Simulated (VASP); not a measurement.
# Sb (R-3m) in VASP: further runs

The runs below take Sb through single point, with B3LYP5, r2SCAN.

Program: VASP 6.6.1. These are calculated values, not measurements. Logs are shortened: lines on timing, memory, paths and dates and some standing lists are left out, and cuts for length are marked.

**1. The cell of the first run**

The structure is trigonal, space group R-3m (No. 166). Conventional cell: a = 4.250 Å, b = 4.250 Å, c = 11.122 Å, α = 90.00°, β = 90.00°, γ = 120.00°. Within 3.8 Å of Sb (site symmetry 3m) lie 6 Sb at 2.87 to 3.31 Å.

**2. Single point, B3LYP5**

Contents of POSCAR:

```
Sb
1.0
    2.1250856202      1.2269187549      3.7072099901
   -2.1250856202      1.2269187549      3.7072099901
    0.0000000000     -2.4538375098      3.7072099901
Sb
2
Direct
    0.7665100000      0.7665100000      0.7665100000
    0.2334900000      0.2334900000      0.2334900000
```

Contents of INCAR.step1:

```
SYSTEM = Sb
  PREC = Accurate
  ENCUT = 400
  EDIFF = 1E-5
  ISMEAR = -1
  SIGMA = 0.05
  LREAL = .False.
  LASPH = .True.
  NELM = 120
  ALGO = Normal
  ISIF = 2
  LWAVE = .True.
  NBANDS = 22
  GGA = PE
  GGA_COMPAT = .False.
```

Contents of INCAR.step2:

```
SYSTEM = Sb
  PREC = Accurate
  ENCUT = 400
  EDIFF = 1E-6
  ISMEAR = -1
  SIGMA = 0.05
  LREAL = .False.
  LASPH = .True.
  NELM = 120
  ALGO = Normal
  ISIF = 2
  LWAVE = .False.
  LCHARG = .True.
  GGA = B5
  LHFCALC = .True.
  AEXX = 0.2
  AGGAX = 0.72
  AGGAC = 0.81
  ALDAC = 0.19
  PRECFOCK = Normal
  LELF = .True.
  LVHAR = .True.
  NBANDS = 22
  ISTART = 1
  GGA_COMPAT = .False.
```

Contents of KPOINTS:

```
Automatic mesh
0
Gamma
  4 4 4
  0 0 0
```

Potentials or basis: VASP PAW PBE potentials, release 64 (Sb_d_GW).

Command:

```
> cat potpaw_PBE.64/Sb_d_GW/POTCAR > POTCAR
> cp INCAR.step1 INCAR
> mpirun -np 1 vasp_std > vasp.out
> cp INCAR.step2 INCAR
> mpirun -np 1 vasp_std > vasp.out
```

OUTCAR:

```text
SYSTEM = Sb
   PREC = Accurate
   ENCUT = 400
   EDIFF = 1E-6
   ISMEAR = -1
   LREAL = .False.
   LASPH = .True.
   NELM = 120
   ISIF = 2
   GGA = B5
   LHFCALC = .True.
   AEXX = 0.2
   PRECFOCK = Normal
   ISTART = 1

 ion  position               nearest neighbor table
   1  0.767  0.767  0.767-   2 2.87   2 2.87   2 2.87   2 3.31   2 3.31   2 3.31
   2  0.233  0.233  0.233-   1 2.87   1 2.87   1 2.87   1 3.31   1 3.31   1 3.31

  LATTYP: Found a trigonal (rhomboedric) cell.
 ALAT       =     4.4457535284
 COS(alpha) =     0.5430253624

  Lattice vectors:

 A1 = (   2.1250856202,   1.2269187549,   3.7072099901)
 A2 = (  -2.1250856202,   1.2269187549,   3.7072099901)
 A3 = (   0.0000000000,  -2.4538375098,   3.7072099901)

Analysis of symmetry for initial positions (statically):
=====================================================================
 Subroutine PRICEL returns:
 Original cell was already a primitive cell.

 Routine SETGRP: Setting up the symmetry group for a
 trigonal (rhombohedral) supercell.

 Subroutine GETGRP returns: Found 12 space group operations
 (whereof 12 operations were pure point group operations)
 out of a pool of 12 trial point group operations.

The static configuration has the point symmetry D_3d.

Analysis of symmetry for dynamics (positions and initial velocities):
=====================================================================
 Subroutine PRICEL returns:
 Original cell was already a primitive cell.

 Routine SETGRP: Setting up the symmetry group for a
 trigonal (rhombohedral) supercell.

 Subroutine GETGRP returns: Found 12 space group operations
 (whereof 12 operations were pure point group operations)
 out of a pool of 12 trial point group operations.

The dynamic configuration has the point symmetry D_3d.

 Subroutine INISYM returns: Found 12 space group operations
 (whereof 12 operations are pure point group operations),
 and found     1 'primitive' translations

----------------------------------------------------------------------------------------

                                     Primitive cell

  volume of cell :      57.9950

  direct lattice vectors                    reciprocal lattice vectors
     2.125085620  1.226918755  3.707209990     0.235284638  0.135841649  0.089914878
    -2.125085620  1.226918755  3.707209990    -0.235284638  0.135841649  0.089914878
     0.000000000 -2.453837510  3.707209990     0.000000000 -0.271683298  0.089914878

  length of vectors
     4.445753528  4.445753528  4.445753528     0.286175644  0.286175644  0.286175644

  position of ions in fractional coordinates (direct lattice)
     0.766510000  0.766510000  0.766510000
     0.233490000  0.233490000  0.233490000

  ion indices of the primitive-cell ions
   primitive index   ion index
                 1           1
                 2           2

----------------------------------------------------------------------------------------

 KPOINTS: Automatic mesh

Automatic generation of k-mesh.
 Grid dimensions read from file:
 generate k-points for:    4    4    4

 Generating k-lattice:

  Cartesian coordinates                     Fractional coordinates (reciprocal lattice)
     0.058821159  0.033960412  0.022478719     0.250000000  0.000000000  0.000000000
    -0.058821159  0.033960412  0.022478719     0.000000000  0.250000000  0.000000000
     0.000000000 -0.067920824  0.022478719     0.000000000  0.000000000  0.250000000

  Length of vectors
     0.071543911  0.071543911  0.071543911

  Shift w.r.t. Gamma in fractional coordinates (k-lattice)
     0.000000000  0.000000000  0.000000000

 Subroutine IBZKPT returns following result:
 ===========================================

 Found     13 irreducible k-points:

 Following reciprocal coordinates:
            Coordinates               Weight
  0.000000  0.000000  0.000000      1.000000
  0.250000  0.000000  0.000000      6.000000
  0.500000  0.000000  0.000000      3.000000
  0.250000  0.250000  0.000000      6.000000
  0.500000  0.250000  0.000000     12.000000
 -0.250000  0.250000  0.000000      6.000000
  0.500000  0.500000  0.000000      3.000000
  0.250000  0.250000  0.250000      2.000000
  0.500000  0.250000  0.250000      6.000000
 -0.250000  0.250000  0.250000      6.000000
  0.500000  0.500000  0.250000      6.000000
 -0.250000  0.500000  0.250000      6.000000
  0.500000  0.500000  0.500000      1.000000
   k-points           NKPTS =     13   k-points in BZ     NKDIM =     64   number of bands    NBANDS=     22
   number of dos      NEDOS =    301   number of ions     NIONS =      2
   total plane-waves  NPLWV =  27000
   dimension x,y,z NGX =    30 NGY =   30 NGZ =   30
   dimension x,y,z NGXF=    60 NGYF=   60 NGZF=   60
   ions per type =               2
   NGX,Y,Z   is equivalent  to a cutoff of  11.22, 11.22, 11.22 a.u.
   NGXF,Y,Z  is equivalent  to a cutoff of  22.44, 22.44, 22.44 a.u.
 SYSTEM =  Sb
[... 26 lines left out ...]
   IALGO  =     38    algorithm
   IMIX   =      1    mixing-type and parameters
     AMIX     =   0.40;   BMIX     =  1.00
     AMIX_MAG =   1.60;   BMIX_MAG =  1.00
  volume/ion in A,a.u.               =      29.00       195.68
  Fermi-wavevector in a.u.,A,eV,Ry     =   1.314170  2.483422 23.497859  1.727044
  Thomas-Fermi vector in A             =   2.444442
   LORBIT       =      0    0 simple, 1 ext, 2 COOP (PROOUT), +10 PAW based schemes
   GGA     = B5    functional components
   LHFCALC =     T    Hartree Fock is set to
   PRECFOCK=normal    Normal, Fast or Accurate (Low or Medium for compatibility)
   ENCUT4O =  -1.0   cutoff for four orbital integrals eV
   NKREDX  =     1    reduce k-point grid by
   NKREDY  =     1    reduce k-point grid by
   NKREDZ  =     1    reduce k-point grid by
   AEXX    =    0.2000 exact exchange contribution
   HFSCREEN=    0.0000 screening length (either q_TF or 0.3 A-1)
   HFSCREENC=   0.0000 screening length for correlation (either q_TF or 0.3 A-1)
   ENCUTFOCK=  -1.0 apply spherical cutoff to Coloumb kernel
   IVDW    =     0    specifies the selected vdW correction
   LEPSILON=     F    determine dielectric tensor
   LRPA    =     F    only Hartree local field effects (RPA)
 non-spin polarized calculation
  energy-cutoff  :      400.00
  volume of cell :       58.00
 maximum number of plane-waves:      1068
 NGX is ok and might be reduce to    30
  NGX = 24; NGY = 24; NGZ = 24

 number of electron      29.9999980 magnetization

 Free energy of the ion-electron system (eV)
  ---------------------------------------------------
  ext. energy  EPLUGINS =         0.00000000
  ---------------------------------------------------
  free energy    TOTEN  =        -9.01474520 eV

  energy without entropy =       -9.01472226  energy(sigma->0) =       -9.01473373

 E-fermi :   5.9897     XC(G=0):  -7.8749

 val. band max:        5.6339483205   @ k =   0.5000   0.5000   0.5000
 cond. band min:       6.4009290451   @ k =   0.5000   0.0000   0.0000
 fundamental gap:      0.7669807246
 Fermi energy:         5.9896797852

 k-point     1 :       0.0000    0.0000    0.0000
  band No.  band energies     occupation
      1     -25.7810      2.00000
      2     -25.7810      2.00000
      3     -25.6720      2.00000
      4     -25.6720      2.00000
      5     -25.6294      2.00000
      6     -25.5295      2.00000
[... 14 lines left out ...]
     21      12.2329      0.00000
     22      13.7081      0.00000

 k-point     2 :       0.2500    0.0000    0.0000
  band No.  band energies     occupation
      1     -25.7541      2.00000
      2     -25.7401      2.00000
      3     -25.6582      2.00000
      4     -25.6476      2.00000
      5     -25.6126      2.00000
      6     -25.5488      2.00000
[... 14 lines left out ...]
     21      13.1360      0.00000
     22      17.3318      0.00000

 k-point     3 :       0.5000    0.0000    0.0000
  band No.  band energies     occupation
      1     -25.7198      2.00000
      2     -25.6670      2.00000
      3     -25.6362      2.00000
      4     -25.6104      2.00000
      5     -25.6005      2.00000
      6     -25.5881      2.00000
[... 14 lines left out ...]
     21      16.5393      0.00000
     22      16.5850      0.00000
[... 201 lines left out ...]
 k-point    12 :      -0.2500    0.5000    0.2500
  band No.  band energies     occupation
      1     -25.7485      2.00000
      2     -25.6842      2.00000
      3     -25.6366      2.00000
      4     -25.6340      2.00000
      5     -25.5883      2.00000
      6     -25.5810      2.00000
[... 14 lines left out ...]
     21      17.9649      0.00000
     22      17.9820      0.00000

 k-point    13 :       0.5000    0.5000    0.5000
  band No.  band energies     occupation
      1     -25.7225      2.00000
      2     -25.7225      2.00000
      3     -25.6490      2.00000
      4     -25.6490      2.00000
      5     -25.6035      2.00000
      6     -25.5456      2.00000
[... 14 lines left out ...]
     21      16.1311      0.00000
     22      16.4671      0.00000

------------------------ aborting loop because EDIFF is reached ----------------------------------------

  FORCE on cell =-STRESS in cart. coord.  units (eV):
  Direction    XX          YY          ZZ          XY          YZ          ZX
  --------------------------------------------------------------------------------------
  -------------------------------------------------------------------------------------
  Total        2.8625333      2.8625333      2.4161946      0.0000000     -0.0000000      0.0000000
  in kB       79.0806908     79.0806908     66.7500842      0.0000000     -0.0000000      0.0000000
  external PRESSURE =      74.9704886 kB  Pullay stress =       0.0000000 kB

 VOLUME and BASIS-vectors are now :
 -----------------------------------------------------------------------------
  energy-cutoff  :      400.00
  volume of cell :       58.00
      direct lattice vectors                 reciprocal lattice vectors
     2.125085620  1.226918755  3.707209990     0.235284638  0.135841649  0.089914878
    -2.125085620  1.226918755  3.707209990    -0.235284638  0.135841649  0.089914878
     0.000000000 -2.453837510  3.707209990     0.000000000 -0.271683298  0.089914878

 POSITION                                       TOTAL-FORCE (eV/Angst)
 -----------------------------------------------------------------------------------
      0.00000      0.00000      8.52484         0.000000      0.000000      0.135971
      0.00000      0.00000      2.59679         0.000000      0.000000     -0.135971
 -----------------------------------------------------------------------------------
    total drift:                               -0.000003      0.000001     -0.000001

  FREE ENERGIE OF THE ION-ELECTRON SYSTEM (eV)
  ---------------------------------------------------
  free  energy   TOTEN  =        -9.0147452025 eV

  energy  without entropy=       -9.0147222572  energy(sigma->0) =       -9.01473373
```

It took 28 min on 1 thread of AMD EPYC 7R13 (Zen 3), shared host; peak memory 0.17 GiB.

Results:

```
Free energy            : -9.0147 eV
Pressure               : 7.5 GPa
Largest force          : 0.136 eV/Å
Band gap on the k mesh : 0.77 eV (least direct gap 0.91 eV)
```

Forces in eV/Å, atoms in the order of the input:
```
Sb   0.000  0.000  0.136
Sb   0.000  0.000 -0.136
```

Stress tensor (GPa, compression positive):
```
7.91 0.00 0.00
0.00 7.91 0.00
0.00 0.00 6.68
```

Caveat: the k points lie up to 0.45 Å⁻¹ apart; the PAW data sets were made with another functional, which shifts forces and pressure a little; spin-orbit coupling is left out, which moves the levels of the heavy elements. A k mesh can miss the band edges.

**3. Single point, B3LYP5**

This run uses another cell than the first one, of 30.81 Å³/atom.

Contents of POSCAR:

```
Sb
1.0
    2.1684666409      1.2519647989      3.7828881425
   -2.1684666409      1.2519647989      3.7828881425
    0.0000000000     -2.5039295978      3.7828881425
Sb
2
Direct
    0.7665100000      0.7665100000      0.7665100000
    0.2334900000      0.2334900000      0.2334900000
```

Contents of INCAR.step1:

```
SYSTEM = Sb
PREC = Accurate ; ENCUT = 400
EDIFF = 1E-5 ; ISMEAR = -1
SIGMA = 0.05 ; LREAL = .False.
LASPH = .True. ; NELM = 120
ALGO = Normal ; ISIF = 2
LWAVE = .True. ; LCHARG = .False.
NBANDS = 22 ; GGA = PE
GGA_COMPAT = .False.
```

Contents of INCAR.step2:

```
SYSTEM = Sb
PREC = Accurate ; ENCUT = 400
EDIFF = 1E-6 ; ISMEAR = -1
SIGMA = 0.05 ; LREAL = .False.
LASPH = .True. ; NELM = 120
ALGO = Normal ; ISIF = 2
LWAVE = .False. ; LCHARG = .False.
GGA = B5 ; LHFCALC = .True.
AEXX = 0.2 ; AGGAX = 0.72
AGGAC = 0.81 ; ALDAC = 0.19
PRECFOCK = Normal ; NBANDS = 22
ISTART = 1 ; GGA_COMPAT = .False.
```

Contents of KPOINTS:

```
regular mesh
0
Gamma
  4 4 4
  0 0 0
```

Potentials or basis: VASP PAW PBE potentials, release 64 (Sb_d_GW).

Command:

```
> cat potpaw_PBE.64/Sb_d_GW/POTCAR > POTCAR
> cp INCAR.step1 INCAR
> mpirun -np 1 vasp_std > vasp.out
> cp INCAR.step2 INCAR
> mpirun -np 1 vasp_std > vasp.out
```

Wall time 30 min (1 thread of Intel Xeon Platinum 8375C at 2.90GHz (Ice Lake), shared host); peak memory 0.19 GiB.

It converged, with:

```yaml
Free_energy: -9.1403 eV
Pressure: 3.1 GPa
Largest_force: 0.451 eV/Å
Band_gap_on_the_k_mesh: 0.83 eV (least direct gap 0.94 eV)
```

Forces in eV/Å, atoms in the order of the input:
```
Sb   0.000  0.000  0.451
Sb   0.000  0.000 -0.451
```

Stress tensor (GPa, compression positive):
```
3.25 0.00 0.00
0.00 3.25 0.00
0.00 0.00 2.85
```

Levels at points of the mesh, in eV from the valence-band top:
```
           k point  band 13  band 14  band 15  band 16  band 17  band 18
(0.00, 0.00, 0.00)    -2.05    -1.77    -1.77     3.24     3.85     3.85
(0.50, 0.00, 0.00)    -1.87    -1.76    -0.11     0.83     1.26     1.50
(0.50, 0.50, 0.00)    -5.60    -3.82    -3.71     2.90     6.12     6.79
(0.50, 0.50, 0.50)    -1.21    -1.21     0.00     1.08     1.08     1.97
```

Caveat: the k points lie up to 0.44 Å⁻¹ apart; the PAW data sets were made with another functional, which shifts forces and pressure a little; spin-orbit coupling is left out, which moves the levels of the heavy elements. A k mesh can miss the band edges.

**4. Single point, r2SCAN**

This run uses another cell than the first one, of 30.21 Å³/atom.

Contents of POSCAR:

```
Sb
1.0
    2.1542000000      1.2437279499      3.7580000000
   -2.1542000000      1.2437279499      3.7580000000
    0.0000000000     -2.4874558998      3.7580000000
Sb
2
Direct
    0.7665100000      0.7665100000      0.7665100000
    0.2334900000      0.2334900000      0.2334900000
```

Contents of INCAR.step1:

```
PREC = Accurate
ENCUT = 550
ISMEAR = -1
SIGMA = 0.05
LREAL = F
LASPH = T
NELM = 120
NBANDS = 22
GGA = PE
ALGO = Normal
EDIFF = 1E-5
LWAVE = T
LCHARG = F
GGA_COMPAT = F
```

Contents of INCAR.step2:

```
PREC = Accurate
ENCUT = 550
EDIFF = 1E-6
ISMEAR = -1
SIGMA = 0.05
LREAL = F
LASPH = T
NELM = 120
ALGO = Normal
ISIF = 2
LWAVE = F
LCHARG = F
METAGGA = R2SCAN
LMIXTAU = T
NBANDS = 22
ISTART = 1
GGA_COMPAT = F
```

Contents of KPOINTS:

```
Automatic mesh
0
Gamma
  8 8 8
```

Command:

```
> cat potpaw_PBE.64/Sb_d_GW/POTCAR > POTCAR
> cp INCAR.step1 INCAR
> mpirun -np 1 vasp_std > vasp.out
> cp INCAR.step2 INCAR
> mpirun -np 1 vasp_std > vasp.out
```

It took 6 min on 1 thread of AMD EPYC 9R45 (Zen 5), shared host; peak memory 0.24 GiB.

It converged, with:

```
Free energy            : -51.4505 eV
Pressure               : 1.6 GPa
Largest force          : 0.007 eV/Å
Band gap on the k mesh : zero (bands 15 and 16 overlap by 0.22 eV)
```

Forces on the atoms (eV/Å):
```
Sb   0.000  0.000 -0.007
Sb   0.000  0.000  0.007
```

Stress tensor (GPa, compression positive):
```
1.70 0.00 0.00
0.00 1.70 0.00
0.00 0.00 1.49
```

Levels at points of the mesh, in eV from the Fermi level:
```
           k point  band 11  band 12  band 13  band 14  band 15  band 16  band 17  band 18  band 19  band 20
(0.00, 0.00, 0.00)   -13.50    -4.97    -2.44    -2.16    -2.16     2.02     2.64     2.64     5.32     5.32
(0.50, 0.00, 0.00)   -11.00   -10.24    -2.30    -2.17    -0.53    -0.21     0.18     0.33     8.00     8.66
(0.50, 0.50, 0.00)   -10.98    -8.46    -5.87    -4.18    -4.09     1.57     5.02     5.70     7.19     9.34
(0.50, 0.50, 0.50)   -11.87    -9.55    -1.63    -1.63    -0.45    -0.08    -0.08     1.10     7.40     9.16
```

Caveat: the PAW data sets were made with another functional, which shifts forces and pressure a little; spin-orbit coupling is left out, which moves the levels of the heavy elements.

**5. Single point, r2SCAN**

This run uses another cell than the first one, of 28.39 Å³/atom.

Contents of POSCAR:

```
Sb
1.0
    2.1102243954      1.2183386227      3.6812845966
   -2.1102243954      1.2183386227      3.6812845966
    0.0000000000     -2.4366772455      3.6812845966
Sb
2
Direct
    0.7665100000      0.7665100000      0.7665100000
    0.2334900000      0.2334900000      0.2334900000
```

Contents of INCAR.step1:

```
  PREC = Accurate
  ENCUT = 550
  ISMEAR = -1
  SIGMA = 0.05
  LREAL = False
  LASPH = True
  NELM = 120
  NBANDS = 22
  GGA = PE
  ALGO = Normal
  EDIFF = 1E-5
  LWAVE = True
  LCHARG = False
  GGA_COMPAT = False
```

Contents of INCAR.step2:

```
  PREC = Accurate
  ENCUT = 550
  EDIFF = 1E-6
  ISMEAR = -1
  SIGMA = 0.05
  LREAL = False
  LASPH = True
  NELM = 120
  ALGO = Normal
  ISIF = 2
  LWAVE = False
  LCHARG = True
  METAGGA = R2SCAN
  LMIXTAU = True
  LELF = True
  LVHAR = True
  NBANDS = 22
  ISTART = 1
  GGA_COMPAT = False
```

Contents of KPOINTS:

```
regular mesh
0
Gamma
  8 8 8
```

Command:

```
> cat potpaw_PBE.64/Sb_d_GW/POTCAR > POTCAR
> cp INCAR.step1 INCAR
> mpirun -np 1 vasp_std > vasp.out
> cp INCAR.step2 INCAR
> mpirun -np 1 vasp_std > vasp.out
```

It took 7.4 min on 1 thread of AMD EPYC 7R13 (Zen 3), shared host; peak memory 0.24 GiB.

The run converged. Its results:

```yaml
Free_energy: -51.3628 eV
Pressure: 6.1 GPa
Largest_force: 0.366 eV/Å
Band_gap_on_the_k_mesh: zero (bands 15 and 16 overlap by 0.23 eV)
```

Forces on the atoms (eV/Å):
```
Sb   0.000  0.000 -0.366
Sb   0.000  0.000  0.366
```

Stress tensor (GPa, compression positive):
```
6.49 0.00 0.00
0.00 6.49 0.00
0.00 0.00 5.39
```

Levels at points of the mesh, in eV from the Fermi level:
```tsv
k point	band 13	band 14	band 15	band 16	band 17	band 18
(0.00, 0.00, 0.00)	-2.64	-2.32	-2.32	2.02	2.72	2.72
(0.50, 0.00, 0.00)	-2.48	-2.34	-0.60	-0.19	0.16	0.24
(0.50, 0.50, 0.00)	-6.25	-4.52	-4.41	1.34	5.35	5.99
(0.50, 0.50, 0.50)	-1.76	-1.76	-0.36	-0.18	-0.18	1.23
```

Caveat: the cell stands under pressure; the PAW data sets were made with another functional, which shifts forces and pressure a little; spin-orbit coupling is left out, which moves the levels of the heavy elements.

**6. Overview**

| level | cell | k mesh | cutoff (eV) | grid for exact exchange (PRECFOCK) | share of exact exchange | gap on the mesh (eV) | pressure (GPa) | largest force (eV/Å) |
| --- | --- | --- | --- | --- | --- | --- | --- | --- |
| B3LYP5 | a = 4.446 Å, angles 57.1°, 2 atoms | 4 × 4 × 4 | 400 | Normal | 0.2 | 0.77 | 7.5 | 0.14 |
| B3LYP5 | a = 4.537 Å, angles 57.1°, 2 atoms | 4 × 4 × 4 | 400 | Normal | 0.2 | 0.83 | 3.1 | 0.45 |
| r2SCAN | a = 4.507 Å, angles 57.1°, 2 atoms | 8 × 8 × 8 | 550 | - | - | none | 1.6 | 0.01 |
| r2SCAN | a = 4.415 Å, angles 57.1°, 2 atoms | 8 × 8 × 8 | 550 | - | - | none | 6.1 | 0.37 |

Alike in all rows: task single point; potentials or basis VASP PAW PBE potentials, release 64 (Sb_d_GW); no spin polarisation; smearing fermi-dirac 0.05 eV.

Caveats: some runs use coarse meshes; the PAW data sets were made with another functional, which shifts forces and pressure a little; spin-orbit coupling is left out, which moves the levels of the heavy elements; the cell stands under pressure (at least some runs).

Absolute energies hang on the potentials; compare differences alone.

The gap in the log of VASP goes by the Fermi energy; the results here count the filled bands.